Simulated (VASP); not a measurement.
Input of a VASP 6.6.1 run:

File INCAR:

```
  PREC = Accurate
  ENCUT = 520
  EDIFF = 1E-6
  ISMEAR = 0
  SIGMA = 0.1
  LREAL = False
  LASPH = True
  NELM = 200
  ALGO = Normal
  ISIF = 2
  LWAVE = False
  LCHARG = False
  ISPIN = 2
  MAGMOM = 1
  LORBIT = 11
  LMAXMIX = 4
  GGA = PS
  NBANDS = 16
  GGA_COMPAT = False
```

KPOINTS

```
regular mesh
0
Gamma
  10 10 6
```

File POSCAR:

```
Cu
1.0
    3.5427610000      0.0000000000      0.0000000000
    0.0000000000      3.5427610000      0.0000000000
    0.0000000000      0.0000000000      7.0912880000
Cu
1
Direct
    0.0000000000      0.0000000000      0.5000000000
```

Potentials or basis: VASP PAW PBE potentials, release 64 (Cu).

Run with:

```console
$ cat potpaw_PBE.64/Cu/POTCAR > POTCAR
$ mpirun -np 1 vasp_std > vasp.out
```

(1) Estimate the pressure.

(2) What does it give for the net moment?

Results:

(1) -2.5 GPa.

(2) 0.00 μB per cell.

Caveat: the PAW data sets were made with another functional, which shifts forces and pressure a little.
